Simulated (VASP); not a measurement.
# NaH (I4/mmm) in VASP: notebook

Runs on NaH. Level: LDA. Tasks: single point.

Program: VASP 6.6.1. These are calculated values, not measurements. Logs are shortened: lines on timing, memory, paths and dates and some standing lists are left out, and cuts for length are marked.

## 1. The cell of the first run

The structure is tetragonal, space group I4/mmm (No. 139). The conventional cell has a = 3.399 Å, b = 3.399 Å, c = 5.026 Å, α = 90.00°, β = 90.00°, γ = 90.00°. Na (site symmetry 4/mmm) has 6 H at 2.40 to 2.51 Å within 3.2 Å. H (site symmetry 4/mmm) has 6 Na at 2.40 to 2.51 Å within 3.2 Å.

## 2. Single point, LDA (strain -0.015 along x and y, +0.030 along z)

The input, INCAR:

```
SYSTEM = NaH
ALGO = Normal
EDIFF = 1E-6
ENCUT = 520
ISIF = 2
ISMEAR = 0
LASPH = .True.
LCHARG = .False.
LREAL = .False.
LWAVE = .False.
NBANDS = 11
NELM = 100
PREC = Accurate
SIGMA = 0.05
```

The input, KPOINTS:

```
k-points
0
Gamma
  8 8 8
  0 0 0
```

The input, POSCAR:

```
NaH
1.0
    0.0000000000      2.4034000000      2.5132000000
    2.4034000000      0.0000000000      2.5132000000
    2.4034000000      2.4034000000      0.0000000000
Na H
1 1
Direct
    0.0000000000      0.0000000000      0.0000000000
    0.5000000000      0.5000000000      0.5000000000
```

Potentials or basis: VASP PAW LDA potentials, release 64 (Na_pv, H).

The run is started by

```bash
$ cat potpaw_LDA.64/Na_pv/POTCAR potpaw_LDA.64/H/POTCAR > POTCAR
$ mpirun -np 1 vasp_std > vasp.out
```

OUTCAR:

```text
SYSTEM = NaH
   EDIFF = 1E-6
   ENCUT = 520
   ISIF = 2
   ISMEAR = 0
   LASPH = .True.
   LREAL = .False.
   NELM = 100
   PREC = Accurate

 ion  position               nearest neighbor table
   1  0.000  0.000  0.000-
   2  0.500  0.500  0.500-

  LATTYP: Found a body centered tetragonal cell.
 ALAT       =     3.3989208758
 C/A-ratio  =     1.4788223038

  Lattice vectors:

 A1 = (  -2.4034000000,   0.0000000000,   2.5132000000)
 A2 = (   2.4034000000,   0.0000000000,   2.5132000000)
 A3 = (   0.0000000000,   2.4034000000,  -2.5132000000)

Analysis of symmetry for initial positions (statically):
=====================================================================
 Subroutine PRICEL returns:
 Original cell was already a primitive cell.

 Routine SETGRP: Setting up the symmetry group for a
 body centered tetragonal supercell.

 Subroutine GETGRP returns: Found 16 space group operations
 (whereof 16 operations were pure point group operations)
 out of a pool of 16 trial point group operations.

The static configuration has the point symmetry D_4h.

Analysis of symmetry for dynamics (positions and initial velocities):
=====================================================================
 Subroutine PRICEL returns:
 Original cell was already a primitive cell.

 Routine SETGRP: Setting up the symmetry group for a
 body centered tetragonal supercell.

 Subroutine GETGRP returns: Found 16 space group operations
 (whereof 16 operations were pure point group operations)
 out of a pool of 16 trial point group operations.

The dynamic configuration has the point symmetry D_4h.

 Subroutine INISYM returns: Found 16 space group operations
 (whereof 16 operations are pure point group operations),
 and found     1 'primitive' translations

----------------------------------------------------------------------------------------

                                     Primitive cell

  volume of cell :      29.0342

  direct lattice vectors                    reciprocal lattice vectors
     0.000000000  2.403400000  2.513200000    -0.208038612  0.208038612  0.198949546
     2.403400000  0.000000000  2.513200000     0.208038612 -0.208038612  0.198949546
     2.403400000  2.403400000  0.000000000     0.208038612  0.208038612 -0.198949546

  length of vectors
     3.477428044  3.477428044  3.398920876     0.355163413  0.355163413  0.355163413

  position of ions in fractional coordinates (direct lattice)
     0.000000000  0.000000000  0.000000000
     0.500000000  0.500000000  0.500000000

  ion indices of the primitive-cell ions
   primitive index   ion index
                 1           1
                 2           2

----------------------------------------------------------------------------------------

 KPOINTS: k-points

Automatic generation of k-mesh.
 Grid dimensions read from file:
 generate k-points for:    8    8    8

 Generating k-lattice:

  Cartesian coordinates                     Fractional coordinates (reciprocal lattice)
    -0.026004826  0.026004826  0.024868693     0.125000000  0.000000000  0.000000000
     0.026004826 -0.026004826  0.024868693     0.000000000  0.125000000  0.000000000
     0.026004826  0.026004826 -0.024868693     0.000000000  0.000000000  0.125000000

  Length of vectors
     0.044395427  0.044395427  0.044395427

  Shift w.r.t. Gamma in fractional coordinates (k-lattice)
     0.000000000  0.000000000  0.000000000

 Subroutine IBZKPT returns following result:
 ===========================================

 Found     59 irreducible k-points:

 Following reciprocal coordinates:
            Coordinates               Weight
  0.000000  0.000000  0.000000      1.000000
  0.125000  0.000000  0.000000      8.000000
  0.250000  0.000000  0.000000      8.000000
  0.375000  0.000000  0.000000      8.000000
  0.500000  0.000000  0.000000      4.000000
  0.125000  0.125000  0.000000      2.000000
[... 16 lines left out ...]
  0.250000  0.000000  0.125000     16.000000
  0.375000  0.000000  0.125000     16.000000
 [... further k-points ...]
   k-points           NKPTS =     59   k-points in BZ     NKDIM =     59   number of bands    NBANDS=     11
   number of dos      NEDOS =    301   number of ions     NIONS =      2
   total plane-waves  NPLWV =  21952
   dimension x,y,z NGX =    28 NGY =   28 NGZ =   28
   dimension x,y,z NGXF=    56 NGYF=   56 NGZF=   56
   ions per type =               1   1
   NGX,Y,Z   is equivalent  to a cutoff of  13.39, 13.39, 13.70 a.u.
   NGXF,Y,Z  is equivalent  to a cutoff of  26.77, 26.77, 27.39 a.u.
 SYSTEM =  NaH
   PREC   = accura    normal or accurate (medium, high low for compatibility)
   ISTART =      0    job   : 0-new  1-cont  2-samecut
   ICHARG =      2    charge: 1-file 2-atom 10-const
   ISPIN  =      1    spin polarized calculation?
   LNONCOLLINEAR =      F non collinear calculations
   LSORBIT =      F    spin-orbit coupling
   LASPH  =      T    aspherical Exc in radial PAW
   ENCUT  =  520.0 eV  38.22 Ry    6.18 a.u.   6.47  6.47  6.32*2*pi/ulx,y,z
   NELM   =    100;   NELMIN=  2; NELMDL= -5     # of ELM steps
   EDIFF  = 0.1E-05   stopping-criterion for ELM
   LREAL  =      F    real-space projection
   EDIFFG = 0.1E-04   stopping-criterion for IOM
   NSW    =      0    number of steps for IOM
   IBRION =     -1    ionic relax: 0-MD 1-quasi-New 2-CG
   NFREE  =      0    steps in history (QN), initial steepest desc. (CG)
   ISIF   =      2    stress and relaxation
   ISYM   =      2    0-nonsym 1-usesym 2-fastsym
   POTIM  = 0.5000    time-step for ionic-motion
   TEBEG  =    0.0;   TEEND  =   0.0 temperature during run
   PSTRESS=    0.0 pullay stress
   NELECT =       8.0000    total number of electrons
   NUPDOWN=      -1.0000    fix difference up-down
   EMIN   =  10.00;   EMAX   =-10.00  energy-range for DOS
   EFERMI =   0.00;   METHOD = LEGACY
   ISMEAR =     0;   SIGMA  =   0.05  broadening in eV -4-tet -1-fermi 0-gaus
   EFERMI_NEDOS =   21; number of points for ismear=-14 and -15
   IALGO  =     38    algorithm
   IMIX   =      4    mixing-type and parameters
     AMIX     =   0.40;   BMIX     =  1.00
     AMIX_MAG =   1.60;   BMIX_MAG =  1.00
  volume/ion in A,a.u.               =      14.52        97.97
  Fermi-wavevector in a.u.,A,eV,Ry     =   1.065291  2.013109 15.440515  1.134846
  Thomas-Fermi vector in A             =   2.200838
   LORBIT       =      0    0 simple, 1 ext, 2 COOP (PROOUT), +10 PAW based schemes
   GGA     = CA    functional components
   LHFCALC =     F    Hartree Fock is set to
   AEXX    =    0.0000 exact exchange contribution
   IVDW    =     0    specifies the selected vdW correction
   LEPSILON=     F    determine dielectric tensor
   LRPA    =     F    only Hartree local field effects (RPA)
 non-spin polarized calculation
 Gauss-broadening in eV      SIGMA  =   0.05
  energy-cutoff  :      520.00
  volume of cell :       29.03
 maximum number of plane-waves:       799
 NGX is ok and might be reduce to    28
   NGX = 13   NGY = 13   NGZ = 13

 number of electron       7.9999996 magnetization

 Free energy of the ion-electron system (eV)
  ---------------------------------------------------
  ext. energy  EPLUGINS =         0.00000000
  ---------------------------------------------------
  free energy    TOTEN  =        -5.37716112 eV

  energy without entropy =       -5.37716112  energy(sigma->0) =       -5.37716112

 E-fermi :  -1.0360     XC(G=0):  -8.1309

 val. band max:       -1.2635627435   @ k =  -0.2500   0.2500   0.5000
 cond. band min:       2.0652584683   @ k =   0.5000   0.0000   0.0000
 fundamental gap:      3.3288212118
 Fermi energy:        -1.0359707068

 k-point     1 :       0.0000    0.0000    0.0000
  band No.  band energies     occupation
      1     -23.5352      2.00000
      2     -23.5214      2.00000
      3     -23.5214      2.00000
      4      -5.0119      2.00000
      5       8.7985      0.00000
      6      13.5351      0.00000
      7      13.7751      0.00000
      8      13.7751      0.00000
      9      14.5955      0.00000
     10      14.6005      0.00000
     11      14.6005      0.00000

 k-point     2 :       0.1250    0.0000    0.0000
  band No.  band energies     occupation
      1     -23.5426      2.00000
      2     -23.5292      2.00000
      3     -23.5226      2.00000
      4      -4.7442      2.00000
      5       7.9110      0.00000
      6      11.1675      0.00000
      7      12.7819      0.00000
      8      13.0588      0.00000
      9      15.4965      0.00000
     10      15.5944      0.00000
     11      15.7175      0.00000

 k-point     3 :       0.2500    0.0000    0.0000
  band No.  band energies     occupation
      1     -23.5713      2.00000
      2     -23.5369      2.00000
      3     -23.5254      2.00000
      4      -3.9801      2.00000
      5       5.5737      0.00000
      6       9.7685      0.00000
      7      11.9389      0.00000
      8      12.3945      0.00000
      9      15.0300      0.00000
     10      15.8607      0.00000
     11      16.8424      0.00000

 k-point     4 :       0.3750    0.0000    0.0000
  band No.  band energies     occupation
      1     -23.6021      2.00000
      2     -23.5422      2.00000
      3     -23.5283      2.00000
      4      -2.8953      2.00000
      5       3.2091      0.00000
      6       9.2099      0.00000
      7      11.4257      0.00000
      8      12.0333      0.00000
      9      14.2581      0.00000
     10      15.0463      0.00000
     11      17.0293      0.00000

 k-point     5 :       0.5000    0.0000    0.0000
  band No.  band energies     occupation
      1     -23.6148      2.00000
      2     -23.5442      2.00000
      3     -23.5295      2.00000
      4      -2.2024      2.00000
      5       2.0653      0.00000
      6       9.0503      0.00000
      7      11.2533      0.00000
      8      11.9246      0.00000
      9      13.9865      0.00000
     10      14.7152      0.00000
     11      16.8691      0.00000
[... 211 lines left out ...]
 k-point    21 :       0.5000    0.5000    0.0000
  band No.  band energies     occupation
      1     -23.6127      2.00000
      2     -23.5476      2.00000
      3     -23.5476      2.00000
      4      -1.6532      2.00000
      5       2.6179      0.00000
      6       8.5530      0.00000
      7       9.2194      0.00000
      8       9.2194      0.00000
      9       9.9824      0.00000
     10      21.4214      0.00000
     11      23.5760      0.00000

 k-point    22 :       0.1250    0.0000    0.1250
  band No.  band energies     occupation
      1     -23.5393      2.00000
      2     -23.5346      2.00000
      3     -23.5268      2.00000
      4      -4.6460      2.00000
      5       7.8467      0.00000
      6      11.5926      0.00000
      7      11.7128      0.00000
      8      11.7195      0.00000
      9      15.1098      0.00000
     10      16.7451      0.00000
     11      17.3368      0.00000

 k-point    23 :       0.2500    0.0000    0.1250
  band No.  band energies     occupation
      1     -23.5612      2.00000
      2     -23.5412      2.00000
      3     -23.5301      2.00000
      4      -4.0426      2.00000
      5       6.3068      0.00000
      6       9.2926      0.00000
      7      10.8587      0.00000
      8      12.8687      0.00000
      9      14.1265      0.00000
     10      16.2915      0.00000
     11      17.5910      0.00000

 k-point    24 :       0.3750    0.0000    0.1250
  band No.  band energies     occupation
      1     -23.5915      2.00000
      2     -23.5459      2.00000
      3     -23.5336      2.00000
      4      -3.0535      2.00000
      5       4.0495      0.00000
      6       8.1986      0.00000
      7      10.5110      0.00000
      8      12.6113      0.00000
      9      14.1598      0.00000
     10      16.4006      0.00000
     11      17.0942      0.00000

 [... further k-points ...]
[... 5 lines left out ...]
  --------------------------------------------------------------------------------------
  -------------------------------------------------------------------------------------
  Total       -0.4076069     -0.4076069     -0.5922472      0.0000000      0.0000000      0.0000000
  in kB      -22.4927695    -22.4927695    -32.6816832      0.0000000      0.0000000      0.0000000
  external PRESSURE =     -25.8890740 kB  Pullay stress =       0.0000000 kB

 VOLUME and BASIS-vectors are now :
 -----------------------------------------------------------------------------
  energy-cutoff  :      520.00
  volume of cell :       29.03
      direct lattice vectors                 reciprocal lattice vectors
     0.000000000  2.403400000  2.513200000    -0.208038612  0.208038612  0.198949546
     2.403400000  0.000000000  2.513200000     0.208038612 -0.208038612  0.198949546
     2.403400000  2.403400000  0.000000000     0.208038612  0.208038612 -0.198949546

 POSITION                                       TOTAL-FORCE (eV/Angst)
 -----------------------------------------------------------------------------------
      0.00000      0.00000      0.00000         0.000000     -0.000000      0.000000
      2.40340      2.40340      2.51320        -0.000000      0.000000      0.000000
 -----------------------------------------------------------------------------------
    total drift:                               -0.000000      0.000000      0.000000

  FREE ENERGIE OF THE ION-ELECTRON SYSTEM (eV)
  ---------------------------------------------------
  free  energy   TOTEN  =        -5.3771611230 eV

  energy  without entropy=       -5.3771611230  energy(sigma->0) =       -5.37716112
```

Wall time 32 s (1 thread of AMD EPYC 7R43 (Zen 3), shared host); peak memory 0.11 GiB.

Results:

```yaml
Free_energy: -5.3772 eV
Pressure: -2.6 GPa
Band_gap_on_the_k_mesh: 3.33 eV, indirect (least direct gap 4.27 eV)
```

Caveat: the cell differs from its parent crystal (strain -0.015 along x and y, +0.030 along z). A k mesh can miss the band edges.

## 3. Single point, LDA (strain +0.015 along x and y, -0.015 along z)

The input, INCAR:

```
  PREC = Accurate
  ENCUT = 520
  EDIFF = 1E-7
  ISMEAR = 0
  SIGMA = 0.05
  LREAL = False
  LASPH = True
  NELM = 100
  ALGO = Normal
  ISIF = 2
  LWAVE = False
  LCHARG = False
  GGA = CA
  NBANDS = 11
```

The input, KPOINTS:

```
regular mesh
0
Gamma
  8 8 8
```

The input, POSCAR:

```
NaH
1.0
    0.0000000000      2.4766000000      2.4034000000
    2.4766000000      0.0000000000      2.4034000000
    2.4766000000      2.4766000000      0.0000000000
Na H
1 1
Direct
    0.0000000000      0.0000000000      0.0000000000
    0.5000000000      0.5000000000      0.5000000000
```

Potentials or basis: VASP PAW LDA potentials, release 64 (Na_pv, H).

The run is started by

```bash
$ cat potpaw_LDA.64/Na_pv/POTCAR potpaw_LDA.64/H/POTCAR > POTCAR
$ mpirun -np 1 vasp_std > vasp.out
```

It took 29 s on 1 thread of AMD EPYC 7R43 (Zen 3), shared host; peak memory 0.1 GiB.

Results (log left out):

* Free energy: -5.3711 eV
* Pressure: -2.9 GPa
* Band gap on the k mesh: 3.33 eV, indirect (least direct gap 4.23 eV)

Stress tensor (GPa, compression positive):
```
-3.10  0.00  0.00
 0.00 -3.10  0.00
 0.00  0.00 -2.41
```

Levels at points of the mesh, in eV from the valence-band top:
| k point | band 2 | band 3 | band 4 | band 5 | band 6 | band 7 |
| --- | --- | --- | --- | --- | --- | --- |
| (0.00, 0.00, 0.00) | -22.26 | -22.25 | -3.67 | 9.98 | 14.82 | 14.82 |
| (0.50, 0.00, 0.00) | -22.27 | -22.27 | -0.90 | 3.33 | 10.26 | 12.58 |
| (0.50, 0.50, 0.00) | -22.29 | -22.29 | -0.09 | 4.44 | 9.32 | 9.81 |
| (0.50, 0.00, 0.50) | -22.29 | -22.28 | -0.25 | 4.10 | 9.61 | 10.15 |

Caveat: the cell differs from its parent crystal (strain +0.015 along x and y, -0.015 along z). A k mesh can miss the band edges.

## 4. Single point, LDA (strain +0.000 along x and y, +0.030 along z)

The input, INCAR:

```
PREC = Accurate
ENCUT = 520
EDIFF = 1E-7
ISMEAR = 0
SIGMA = 0.05
LREAL = F
LASPH = T
NELM = 80
ALGO = Normal
ISIF = 2
LWAVE = F
LCHARG = F
NBANDS = 11
```

The input, KPOINTS:

```
Automatic mesh
0
Gamma
  8 8 8
```

The input, POSCAR:

```
NaH
1.0
    0.0000000000      2.4400000000      2.5132000000
    2.4400000000      0.0000000000      2.5132000000
    2.4400000000      2.4400000000      0.0000000000
Na H
1 1
Direct
    0.0000000000      0.0000000000      0.0000000000
    0.5000000000      0.5000000000      0.5000000000
```

The run is started by

```bash
$ cat potpaw_LDA.64/Na_pv/POTCAR potpaw_LDA.64/H/POTCAR > POTCAR
$ mpirun -np 1 vasp_std > vasp.out
```

Run time: 32 s. Hardware: 1 thread of AMD EPYC 7R43 (Zen 3), shared host; peak memory 0.11 GiB.

The run converged. Its results:

```
Free energy            : -5.3631 eV
Pressure               : -3.1 GPa
Band gap on the k mesh : 3.29 eV, indirect (least direct gap 4.20 eV)
```

Stress tensor (GPa, compression positive):
```
-2.91  0.00  0.00
 0.00 -2.91  0.00
 0.00  0.00 -3.48
```

Levels at points of the mesh, in eV from the valence-band top:
| k point | band 2 | band 3 | band 4 | band 5 | band 6 | band 7 |
| --- | --- | --- | --- | --- | --- | --- |
| (0.00, 0.00, 0.00) | -22.30 | -22.30 | -3.65 | 9.84 | 14.65 | 14.80 |
| (0.50, 0.00, 0.00) | -22.32 | -22.31 | -0.91 | 3.29 | 10.15 | 12.47 |
| (0.50, 0.50, 0.00) | -22.32 | -22.32 | -0.31 | 3.96 | 9.62 | 10.19 |
| (0.50, 0.00, 0.50) | -22.33 | -22.33 | -0.16 | 4.28 | 9.35 | 9.81 |

Caveat: the cell differs from its parent crystal (strain +0.000 along x and y, +0.030 along z). A k mesh can miss the band edges.

## 5. Single point, LDA (strain +0.030 along x and y, +0.000 along z)

The input, INCAR:

```
SYSTEM = NaH
  ALGO = Normal
  EDIFF = 1E-7
  ENCUT = 520
  GGA = CA
  ISIF = 2
  ISMEAR = 0
  LASPH = .TRUE.
  LCHARG = .FALSE.
  LREAL = .FALSE.
  LWAVE = .FALSE.
  NBANDS = 11
  NELM = 60
  PREC = Accurate
  SIGMA = 0.05
```

The input, KPOINTS:

```
k-points
0
G
  8 8 8
  0 0 0
```

The input, POSCAR:

```
NaH
1.0
    0.0000000000      2.5132000000      2.4400000000
    2.5132000000      0.0000000000      2.4400000000
    2.5132000000      2.5132000000      0.0000000000
Na H
1 1
Direct
    0.0000000000      0.0000000000      0.0000000000
    0.5000000000      0.5000000000      0.5000000000
```

The run is started by

```bash
$ cat potpaw_LDA.64/Na_pv/POTCAR potpaw_LDA.64/H/POTCAR > POTCAR
$ mpirun -np 1 vasp_std > vasp.out
```

Run time: 36 s. Hardware: 1 thread of AMD EPYC 7R43 (Zen 3), shared host; peak memory 0.11 GiB.

The run converged. Its results:

| Property | Result |
| --- | --- |
| Free energy | -5.3448 eV |
| Pressure | -3.5 GPa |
| Band gap on the k mesh | 3.27 eV, indirect (least direct gap 4.14 eV) |

Stress tensor (GPa, compression positive):
```
-3.69  0.00  0.00
 0.00 -3.69  0.00
 0.00  0.00 -3.17
```

Levels at points of the mesh, in eV from the valence-band top:
| k point | band 1 | band 2 | band 3 | band 4 | band 5 | band 6 | band 7 | band 8 |
| --- | --- | --- | --- | --- | --- | --- | --- | --- |
| (0.00, 0.00, 0.00) | -22.34 | -22.34 | -22.33 | -3.55 | 9.61 | 14.51 | 14.51 | 14.66 |
| (0.50, 0.00, 0.00) | -22.41 | -22.35 | -22.34 | -0.88 | 3.27 | 9.97 | 12.33 | 12.73 |
| (0.50, 0.50, 0.00) | -22.40 | -22.37 | -22.37 | -0.09 | 4.35 | 9.17 | 9.57 | 9.57 |
| (0.50, 0.00, 0.50) | -22.41 | -22.36 | -22.36 | -0.23 | 4.03 | 9.45 | 9.89 | 9.95 |

Caveat: the cell differs from its parent crystal (strain +0.030 along x and y, +0.000 along z). A k mesh can miss the band edges.

## 6. Overview

```tsv
cell	gap on the mesh (eV)	pressure (GPa)
a = 3.477, b = 3.477, c = 3.399 Å, angles 60.7, 60.7, 58.5°, 2 atoms	3.33	-2.6
a = 3.451, b = 3.451, c = 3.502 Å, angles 59.5, 59.5, 61.0°, 2 atoms	3.33	-2.9
a = 3.503, b = 3.503, c = 3.451 Å, angles 60.5, 60.5, 59.0°, 2 atoms	3.29	-3.1
a = 3.503, b = 3.503, c = 3.554 Å, angles 59.5, 59.5, 61.0°, 2 atoms	3.27	-3.5
```

Alike in all rows: task single point; level LDA; potentials or basis VASP PAW LDA potentials, release 64 (Na_pv, H); no spin polarisation; k mesh 8 × 8 × 8; cutoff (eV) 520; smearing gaussian 0.05 eV.

Total energies depend on the potentials used, so only differences within one code and one set of settings carry meaning.
